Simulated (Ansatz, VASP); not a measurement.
**One calculation of TiAl2, two programs**

```
Ti Al
1.0
     1.83471   -5.67313    0.00000
     1.83471    5.67313    0.00000
     0.00000    0.00000    3.83482
Ti Al
2 4
Direct
  0.65606 0.34394 0.00000
  0.34394 0.65606 0.00000
  0.00000 0.00000 0.00000
  0.82698 0.17302 0.50000
  0.17302 0.82698 0.50000
  0.50000 0.50000 0.50000
```

Change from the starting cell: volume 13.305 Å^3 an atom, stretch along c over the lengths across it, relative to the relaxed cell 1.0271.

Alike in both runs: task single point; functional LDA; k mesh 12 × 12 × 12; occupations gaussian, width 0.15 eV; no spin polarisation.

```csv
,VASP,Ansatz
version,VASP 6.6.1,Ansatz 0.2.0
potentials or method,"VASP PAW LDA potentials, release 64 (Ti_sv, Al), cutoff 520 eV","scalar-relativistic, plane waves, PAW"
valence electrons in the cell,36,36
```

Ansatz gave:

```
gap on the k mesh at the Fermi level (eV)                     : none
pressure (GPa)                                                : 20.2
traceless stress, the component that is largest in VASP (GPa) : -3.98
rms of the force components (eV/Å)                            : 0.119
```

Q: Which values does VASP return?

A: gap on the k mesh at the Fermi level (eV): none; pressure (GPa): 20.5; traceless stress, the component that is largest in VASP (GPa): -4.00; rms of the force components (eV/Å): 0.123.

Ansatz warns that its potentials were made for another functional, while VASP's fit it. LDA's correlation is that of Perdew and Zunger in VASP and of Perdew and Wang (1992) in Ansatz. Atom by atom the forces differ by 0.004 eV/Å (rms over components). A gap of «none» marks a metal or a gap that the smearing closes.
